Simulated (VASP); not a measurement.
# TiSi2 (Immm) in VASP: settings compared, part 2 of 2

VASP 6.6.1. The steps go on from the part before.

### Step 4. Single point, PBEsol

This run uses another cell than the first one, of 15.01 Å³/atom, 1.060 times its volume.

INCAR reads:

```
ALGO = Normal
EDIFF = 1E-6
ENCUT = 520
GGA = PS
ISIF = 2
ISMEAR = -1
LASPH = True
LCHARG = False
LREAL = False
LWAVE = False
NBANDS = 17
NELM = 60
PREC = Accurate
SIGMA = 0.05
```

KPOINTS reads:

```
k-points
0
Gamma
  12 12 12
```

POSCAR reads:

```
TiSi2
1.0
   -1.5017591770      1.7457097017      4.2946938359
    1.5017591770     -1.7457097017      4.2946938359
    1.5017591770      1.7457097017     -4.2946938359
Ti Si
1 2
Direct
    0.0000000000      0.0000000000      0.0000000000
    0.6700780000      0.6700780000      0.0000000000
    0.3299220000      0.3299220000      0.0000000000
```

Potentials or basis: VASP PAW PBE potentials, release 64 (Ti_sv, Si).

Started as:

```bash
cat potpaw_PBE.64/Ti_sv/POTCAR potpaw_PBE.64/Si/POTCAR > POTCAR
mpirun -np 1 vasp_std > vasp.out
```

OUTCAR:

```text
EDIFF = 1E-6
   ENCUT = 520
   GGA = PS
   ISIF = 2
   ISMEAR = -1
   LASPH = True
   LREAL = False
   NELM = 60
   PREC = Accurate

 ion  position               nearest neighbor table
   1  0.000  0.000  0.000-   2 2.73   2 2.73   2 2.73   3 2.73   2 2.73   3 2.73   3 2.73   3 2.73
                             2 2.83   3 2.83
   2  0.670  0.670  0.000-   3 2.68   3 2.68   3 2.68   3 2.68   1 2.73   1 2.73   1 2.73   1 2.73
                             1 2.83   3 2.92
   3  0.330  0.330  0.000-   2 2.68   2 2.68   2 2.68   2 2.68   1 2.73   1 2.73   1 2.73   1 2.73
                             1 2.83   2 2.92

[... 679 lines left out ...]
  --------------------------------------------------------------------------------------
  -------------------------------------------------------------------------------------
  Total       -2.6060161     -2.9930597     -3.1219232      0.0000000      0.0000000      0.0000000
  in kB      -92.7092678   -106.4783811   -111.0627137      0.0000000      0.0000000      0.0000000
  external PRESSURE =    -103.4167875 kB  Pullay stress =       0.0000000 kB

 VOLUME and BASIS-vectors are now :
 -----------------------------------------------------------------------------
  energy-cutoff  :      520.00
  volume of cell :       45.04
      direct lattice vectors                 reciprocal lattice vectors
    -1.501759177  1.745709702  4.294693836     0.000000000  0.286416464  0.116422734
     1.501759177 -1.745709702  4.294693836     0.332942863  0.000000000  0.116422734
     1.501759177  1.745709702 -4.294693836     0.332942863  0.286416464  0.000000000

 POSITION                                       TOTAL-FORCE (eV/Angst)
 -----------------------------------------------------------------------------------
      0.00000      0.00000      0.00000         0.000000     -0.000000     -0.000000
      0.00000      0.00000      5.75556        -0.000000     -0.000000     -0.105011
      0.00000      0.00000      2.83383         0.000000      0.000000      0.105011
 -----------------------------------------------------------------------------------
    total drift:                               -0.000000      0.000000     -0.000000

  FREE ENERGIE OF THE ION-ELECTRON SYSTEM (eV)
  ---------------------------------------------------
  free  energy   TOTEN  =       -21.2209452921 eV

  energy  without entropy=      -21.2088723984  energy(sigma->0) =      -21.21490885
```

OSZICAR:

```text
N       E                     dE             d eps       ncg     rms          rms(c)
DAV:   1     0.128779549791E+03    0.12878E+03   -0.95319E+03  9520   0.120E+03
DAV:   2    -0.141969452501E+02   -0.14298E+03   -0.13921E+03  9815   0.312E+02
DAV:   3    -0.229949083418E+02   -0.87980E+01   -0.86321E+01 14740   0.710E+01
DAV:   4    -0.232500134833E+02   -0.25511E+00   -0.25438E+00 11704   0.110E+01
DAV:   5    -0.232591756926E+02   -0.91622E-02   -0.91602E-02 15220   0.198E+00    0.119E+01
DAV:   6    -0.217757725876E+02    0.14834E+01   -0.18574E+01 12466   0.352E+01    0.544E+00
DAV:   7    -0.212853688829E+02    0.49040E+00   -0.44137E+00 12071   0.165E+01    0.327E+00
DAV:   8    -0.212434748399E+02    0.41894E-01   -0.68897E-01 11194   0.705E+00    0.131E+00
DAV:   9    -0.212232441711E+02    0.20231E-01   -0.23202E-01 11297   0.434E+00    0.458E-01
DAV:  10    -0.212210858957E+02    0.21583E-02   -0.10331E-02 11477   0.773E-01    0.163E-01
DAV:  11    -0.212210704825E+02    0.15413E-04   -0.44187E-03 13017   0.514E-01    0.140E-01
DAV:  12    -0.212209469067E+02    0.12358E-03   -0.81532E-04 11621   0.266E-01    0.162E-02
DAV:  13    -0.212209459039E+02    0.10028E-05   -0.14198E-05 11137   0.322E-02    0.142E-02
DAV:  14    -0.212209452921E+02    0.61178E-06   -0.31145E-06 11060   0.154E-02
   1 F= -.21220945E+02 E0= -.21214909E+02  d E =-.120729E-01
```

Wall time 1.8 min (1 thread of Intel Xeon 6975P-C (Granite Rapids), shared host); peak memory 0.35 GiB.

What came out:

| Property | Result |
| --- | --- |
| Free energy | -21.2209 eV |
| Pressure | -10.3 GPa |
| Largest force | 0.105 eV/Å |
| Band gap on the k mesh | zero (band 10 reaches 10.45 eV, above the bottom of band 11 at 8.28 eV) |

Forces in eV/Å, atoms in the order of the input:
```
Ti   0.000  0.000  0.000
Si   0.000  0.000 -0.105
Si   0.000  0.000  0.105
```

Stress tensor (GPa, compression positive):
```
 -9.27   0.00   0.00
  0.00 -10.65   0.00
  0.00   0.00 -11.11
```

Levels at points of the mesh, in eV from the Fermi level:
```tsv
k point	band 8	band 9	band 10	band 11	band 12	band 13
(0.00, 0.00, 0.00)	-2.04	-0.55	0.70	1.91	2.23	2.95
(0.50, 0.00, 0.00)	-3.65	-0.63	0.89	1.91	2.38	3.21
(0.00, 0.50, 0.00)	-3.28	-0.88	-0.39	0.94	2.67	3.07
(0.50, 0.50, 0.00)	-4.73	-2.75	-1.20	-0.65	2.51	2.67
(0.50, 0.50, 0.50)	-1.14	-0.29	0.42	1.83	2.28	2.30
```

Caveat: the PAW data sets were made with another functional, which shifts forces and pressure a little.

### Step 5. Single point, PBE+D3(BJ)

INCAR reads:

```
SYSTEM = TiSi2
PREC = Accurate
ENCUT = 520
EDIFF = 1E-7
ISMEAR = -1
SIGMA = 0.05
LREAL = .FALSE.
LASPH = .TRUE.
NELM = 100
ALGO = Normal
ISIF = 2
LWAVE = .FALSE.
LCHARG = .FALSE.
GGA = PE
IVDW = 12
NBANDS = 17
```

KPOINTS reads:

```
regular mesh
0
G
  12 12 12
  0 0 0
```

POSCAR reads:

```
TiSi2
1.0
   -1.4728720000      1.7121300000      4.2120830000
    1.4728720000     -1.7121300000      4.2120830000
    1.4728720000      1.7121300000     -4.2120830000
Ti Si
1 2
Direct
    0.0000000000      0.0000000000      0.0000000000
    0.6700780000      0.6700780000      0.0000000000
    0.3299220000      0.3299220000      0.0000000000
```

Potentials or basis: VASP PAW PBE potentials, release 64 (Ti_sv, Si).

Started as:

```bash
cat potpaw_PBE.64/Ti_sv/POTCAR potpaw_PBE.64/Si/POTCAR > POTCAR
mpirun -np 1 vasp_std > vasp.out
```

OUTCAR:

```text
SYSTEM = TiSi2
   PREC = Accurate
   ENCUT = 520
   EDIFF = 1E-7
   ISMEAR = -1
   LREAL = .FALSE.
   LASPH = .TRUE.
   NELM = 100
   ISIF = 2
   GGA = PE
   IVDW = 12
 IVDW          = 12

 ion  position               nearest neighbor table
   1  0.000  0.000  0.000-   2 2.67   2 2.67   2 2.67   3 2.67   2 2.67   3 2.67   3 2.67   3 2.67
                             2 2.78   3 2.78
   2  0.670  0.670  0.000-   3 2.63   3 2.63   3 2.63   3 2.63   1 2.67   1 2.67   1 2.67   1 2.67
                             1 2.78   3 2.87
   3  0.330  0.330  0.000-   2 2.63   2 2.63   2 2.63   2 2.63   1 2.67   1 2.67   1 2.67   1 2.67
                             1 2.78   2 2.87

  LATTYP: Found a body centered orthorhombic cell.
 ALAT       =     2.9457440000
 B/A-ratio  =     1.1624431723
 C/A-ratio  =     2.8597753233

  Lattice vectors:

 A1 = (  -1.4728720000,   1.7121300000,   4.2120830000)
 A2 = (   1.4728720000,  -1.7121300000,   4.2120830000)
 A3 = (   1.4728720000,   1.7121300000,  -4.2120830000)

Analysis of symmetry for initial positions (statically):
=====================================================================
 Subroutine PRICEL returns:
 Original cell was already a primitive cell.

 Routine SETGRP: Setting up the symmetry group for a
 body centered orthorhombic supercell.

 Subroutine GETGRP returns: Found  8 space group operations
 (whereof  8 operations were pure point group operations)
 out of a pool of  8 trial point group operations.

The static configuration has the point symmetry D_2h.

Analysis of symmetry for dynamics (positions and initial velocities):
=====================================================================
 Subroutine PRICEL returns:
 Original cell was already a primitive cell.

 Routine SETGRP: Setting up the symmetry group for a
 body centered orthorhombic supercell.

 Subroutine GETGRP returns: Found  8 space group operations
 (whereof  8 operations were pure point group operations)
 out of a pool of  8 trial point group operations.

The dynamic configuration has the point symmetry D_2h.

 Subroutine INISYM returns: Found  8 space group operations
 (whereof  8 operations are pure point group operations),
 and found     1 'primitive' translations

----------------------------------------------------------------------------------------

                                     Primitive cell

  volume of cell :      42.4873

  direct lattice vectors                    reciprocal lattice vectors
    -1.472872000  1.712130000  4.212083000     0.000000000  0.292033899  0.118706113
     1.472872000 -1.712130000  4.212083000     0.339472812  0.000000000  0.118706113
     1.472872000  1.712130000 -4.212083000     0.339472812  0.292033899  0.000000000

  length of vectors
     4.779370698  4.779370698  4.779370698     0.315237909  0.359628880  0.447800836

  position of ions in fractional coordinates (direct lattice)
     0.000000000  0.000000000  0.000000000
     0.670078000  0.670078000  0.000000000
     0.329922000  0.329922000  0.000000000

  ion indices of the primitive-cell ions
   primitive index   ion index
                 1           1
                 2           2
[... 21 lines left out ...]
     0.000000000  0.000000000  0.000000000

 Subroutine IBZKPT returns following result:
 ===========================================

 Found    280 irreducible k-points:

 Following reciprocal coordinates:
            Coordinates               Weight
  0.000000  0.000000  0.000000      1.000000
  0.083333  0.000000 -0.000000      4.000000
  0.166667 -0.000000  0.000000      4.000000
  0.250000  0.000000 -0.000000      4.000000
  0.333333  0.000000  0.000000      4.000000
  0.416667 -0.000000  0.000000      4.000000
[... 16 lines left out ...]
  0.250000  0.166667 -0.000000      8.000000
  0.333333  0.166667  0.000000      8.000000
 [... further k-points ...]
   k-points           NKPTS =    280   k-points in BZ     NKDIM =    280   number of bands    NBANDS=     17
   number of dos      NEDOS =    301   number of ions     NIONS =      3
   total plane-waves  NPLWV =  46656
   dimension x,y,z NGX =    36 NGY =   36 NGZ =   36
   dimension x,y,z NGXF=    72 NGYF=   72 NGZF=   72
   ions per type =               1   2
   NGX,Y,Z   is equivalent  to a cutoff of  12.52, 12.52, 12.52 a.u.
   NGXF,Y,Z  is equivalent  to a cutoff of  25.04, 25.04, 25.04 a.u.
 SYSTEM =  TiSi2
   PREC   = accura    normal or accurate (medium, high low for compatibility)
   ISTART =      0    job   : 0-new  1-cont  2-samecut
   ICHARG =      2    charge: 1-file 2-atom 10-const
   ISPIN  =      1    spin polarized calculation?
   LNONCOLLINEAR =      F non collinear calculations
   LSORBIT =      F    spin-orbit coupling
   LASPH  =      T    aspherical Exc in radial PAW
   ENCUT  =  520.0 eV  38.22 Ry    6.18 a.u.   8.89  8.89  8.89*2*pi/ulx,y,z
   NELM   =    100;   NELMIN=  2; NELMDL= -5     # of ELM steps
   EDIFF  = 0.1E-06   stopping-criterion for ELM
   LREAL  =      F    real-space projection
   EDIFFG = 0.1E-05   stopping-criterion for IOM
   NSW    =      0    number of steps for IOM
   IBRION =     -1    ionic relax: 0-MD 1-quasi-New 2-CG
   NFREE  =      0    steps in history (QN), initial steepest desc. (CG)
   ISIF   =      2    stress and relaxation
   ISYM   =      2    0-nonsym 1-usesym 2-fastsym
   POTIM  = 0.5000    time-step for ionic-motion
   TEBEG  =    0.0;   TEEND  =   0.0 temperature during run
   PSTRESS=    0.0 pullay stress
   NELECT =      20.0000    total number of electrons
   NUPDOWN=      -1.0000    fix difference up-down
   EMIN   =  10.00;   EMAX   =-10.00  energy-range for DOS
   EFERMI =   0.00;   METHOD = LEGACY
   ISMEAR =    -1;   SIGMA  =   0.05  broadening in eV -4-tet -1-fermi 0-gaus
   EFERMI_NEDOS =   21; number of points for ismear=-14 and -15
   IALGO  =     38    algorithm
   IMIX   =      4    mixing-type and parameters
     AMIX     =   0.40;   BMIX     =  1.00
     AMIX_MAG =   1.60;   BMIX_MAG =  1.00
  volume/ion in A,a.u.               =      14.16        95.57
  Fermi-wavevector in a.u.,A,eV,Ry     =   1.273499  2.406564 22.065925  1.621800
  Thomas-Fermi vector in A             =   2.406319
   LORBIT       =      0    0 simple, 1 ext, 2 COOP (PROOUT), +10 PAW based schemes
   GGA     = PE    functional components
   LHFCALC =     F    Hartree Fock is set to
   AEXX    =    0.0000 exact exchange contribution
   IVDW    =    12    specifies the selected vdW correction
   LEPSILON=     F    determine dielectric tensor
   LRPA    =     F    only Hartree local field effects (RPA)
 non-spin polarized calculation
  energy-cutoff  :      520.00
  volume of cell :       42.49
 maximum number of plane-waves:      1174
   NGX = 17   NGY = 17   NGZ = 17

 number of electron      19.9999998 magnetization

 Free energy of the ion-electron system (eV)
  ---------------------------------------------------
  ext. energy  EPLUGINS =         0.00000000
  ---------------------------------------------------
  free energy    TOTEN  =       -19.85815348 eV

  energy without entropy =      -19.84691991  energy(sigma->0) =      -19.85253669

 E-fermi :  10.0019     XC(G=0): -11.6942

 val. band max:        9.9987684170   @ k =   0.5000   0.5000   0.3333
 cond. band min:      10.0030744094   @ k =   0.5000   0.1667  -0.0000
 fundamental gap:      0.0043059925
 Fermi energy:        10.0018870779

 k-point     1 :       0.0000    0.0000    0.0000
  band No.  band energies     occupation
      1     -46.2723      2.00000
      2     -22.6007      2.00000
      3     -22.5795      2.00000
      4     -22.3287      2.00000
      5      -2.5655      2.00000
      6       5.2581      2.00000
[... 457 lines left out ...]
      4     -22.4081      2.00000
      5      -0.3715      2.00000
      6       2.8601      2.00000
[... 9 lines left out ...]
     16      15.2129      0.00000
     17      17.7624      0.00000

 [... further k-points ...]

------------------------ aborting loop because EDIFF is reached ----------------------------------------

 Edisp (eV)   -1.59286

 E8    (eV) :    -0.6936

  FORCE on cell =-STRESS in cart. coord.  units (eV):
  Direction    XX          YY          ZZ          XY          YZ          ZX
  --------------------------------------------------------------------------------------
  -------------------------------------------------------------------------------------
  Total      -1.43974    -1.60732    -1.73427     0.00000     0.00000     0.00000
  in kB     -54.29190   -60.61147   -65.39859     0.00000     0.00000     0.00000
  external pressure =      -60.10 kB  Pullay stress =        0.00 kB

 VOLUME and BASIS-vectors are now :
 -----------------------------------------------------------------------------
  energy-cutoff  :      520.00
  volume of cell :       42.49
      direct lattice vectors                 reciprocal lattice vectors
    -1.472872000  1.712130000  4.212083000     0.000000000  0.292033899  0.118706113
     1.472872000 -1.712130000  4.212083000     0.339472812  0.000000000  0.118706113
     1.472872000  1.712130000 -4.212083000     0.339472812  0.292033899  0.000000000

 POSITION                                       TOTAL-FORCE (eV/Angst)
 -----------------------------------------------------------------------------------
      0.00000      0.00000      0.00000        -0.000000     -0.000000      0.000000
      0.00000      0.00000      5.64485        -0.000000     -0.000000     -0.015407
      0.00000      0.00000      2.77932         0.000000      0.000000      0.015407
 -----------------------------------------------------------------------------------
    total drift:                               -0.000000      0.000000     -0.000000

  FREE ENERGIE OF THE ION-ELECTRON SYSTEM (eV)
  ---------------------------------------------------
  free  energy   TOTEN  =       -21.4510175882 eV

  energy  without entropy=      -21.4397840257  energy(sigma->0) =      -21.44540081
```

OSZICAR:

```text
N       E                     dE             d eps       ncg     rms          rms(c)
DAV:   1     0.132490626966E+03    0.13249E+03   -0.95871E+03  9521   0.121E+03
DAV:   2    -0.125658246566E+02   -0.14506E+03   -0.14127E+03  9723   0.317E+02
DAV:   3    -0.214194439731E+02   -0.88536E+01   -0.86529E+01 14492   0.719E+01
DAV:   4    -0.216695692373E+02   -0.25013E+00   -0.24941E+00 11763   0.111E+01
DAV:   5    -0.216778475736E+02   -0.82783E-02   -0.82761E-02 14818   0.191E+00    0.123E+01
DAV:   6    -0.202911846069E+02    0.13867E+01   -0.16146E+01 12379   0.341E+01    0.518E+00
DAV:   7    -0.199037224409E+02    0.38746E+00   -0.34581E+00 12097   0.152E+01    0.347E+00
DAV:   8    -0.198744606858E+02    0.29262E-01   -0.51578E-01 11395   0.640E+00    0.119E+00
DAV:   9    -0.198597145727E+02    0.14746E-01   -0.17371E-01 11337   0.392E+00    0.456E-01
DAV:  10    -0.198582188851E+02    0.14957E-02   -0.83527E-03 11774   0.746E-01    0.156E-01
DAV:  11    -0.198582477032E+02   -0.28818E-04   -0.33494E-03 13064   0.469E-01    0.134E-01
DAV:  12    -0.198581555041E+02    0.92199E-04   -0.61035E-04 11616   0.237E-01    0.154E-02
DAV:  13    -0.198581541797E+02    0.13244E-05   -0.10905E-05 11163   0.277E-02    0.148E-02
DAV:  14    -0.198581534040E+02    0.77569E-06   -0.26075E-06 11785   0.141E-02    0.201E-03
DAV:  15    -0.198581534750E+02   -0.70987E-07   -0.14148E-07  7769   0.278E-03
   1 F= -.21451018E+02 E0= -.21445401E+02  d E =-.112336E-01
```

Run time: 2.8 min. Hardware: 1 thread of Intel Xeon Platinum 8559C (Emerald Rapids), shared host; peak memory 0.35 GiB.

What came out:

* Free energy: -21.4510 eV
* Pressure: -6.0 GPa
* Largest force: 0.015 eV/Å
* Band gap on the k mesh: zero (band 10 reaches 11.33 eV, above the bottom of band 11 at 9.00 eV)
* Dispersion energy per atom: -0.531 eV

Forces in eV/Å, atoms in the order of the input:
```
Ti   0.000  0.000  0.000
Si   0.000  0.000 -0.015
Si   0.000  0.000  0.015
```

Stress tensor (GPa, compression positive):
```
-5.43  0.00  0.00
 0.00 -6.06  0.00
 0.00  0.00 -6.54
```

Levels at points of the mesh, in eV from the Fermi level:
| k point | band 7 | band 8 | band 9 | band 10 | band 11 | band 12 | band 13 | band 14 |
| --- | --- | --- | --- | --- | --- | --- | --- | --- |
| (0.00, 0.00, 0.00) | -4.15 | -2.15 | -0.62 | 0.76 | 2.04 | 2.40 | 3.13 | 3.76 |
| (0.50, 0.00, 0.00) | -4.34 | -3.75 | -0.69 | 0.96 | 2.05 | 2.57 | 3.51 | 4.02 |
| (0.00, 0.50, 0.00) | -3.61 | -3.38 | -0.93 | -0.43 | 0.97 | 2.77 | 3.36 | 3.99 |
| (0.50, 0.50, 0.00) | -5.06 | -4.68 | -2.89 | -1.30 | -0.65 | 2.72 | 2.90 | 3.12 |
| (0.50, 0.50, 0.50) | -1.31 | -1.25 | -0.35 | 0.45 | 1.98 | 2.46 | 2.46 | 3.67 |

Caveat: three body term missing; pairwise dispersion overbinds metals, which lowers pressure and volume.

### Step 6. Overview

| level | potentials or basis | cell | gap on the mesh (eV) | pressure (GPa) | largest force (eV/Å) |
| --- | --- | --- | --- | --- | --- |
| PBEsol | VASP PAW PBE potentials, release 64 (Ti_sv, Si) | a = 4.779 Å, angles 144.1, 138.0, 56.4°, 3 atoms | none | -3.5 | 0.07 |
| LDA | VASP PAW LDA potentials, release 64 (Ti_sv, Si) | a = 4.779 Å, angles 144.1, 138.0, 56.4°, 3 atoms | none | -6.4 | 0.11 |
| PBEsol | VASP PAW PBE potentials, release 64 (Ti_sv, Si) | a = 4.873 Å, angles 144.1, 138.0, 56.4°, 3 atoms | none | -10.3 | 0.11 |
| PBE+D3(BJ) | VASP PAW PBE potentials, release 64 (Ti_sv, Si) | a = 4.779 Å, angles 144.1, 138.0, 56.4°, 3 atoms | none | -6.0 | 0.02 |

Alike in all rows: task single point; no spin polarisation; k mesh 12 × 12 × 12; cutoff (eV) 520; smearing fermi-dirac 0.05 eV.

Caveats: the PAW data sets were made with another functional, which shifts forces and pressure a little (some runs); three body term missing (some runs); pairwise dispersion overbinds metals, which lowers pressure and volume (some runs).

Absolute energies hang on the potentials; compare differences alone.
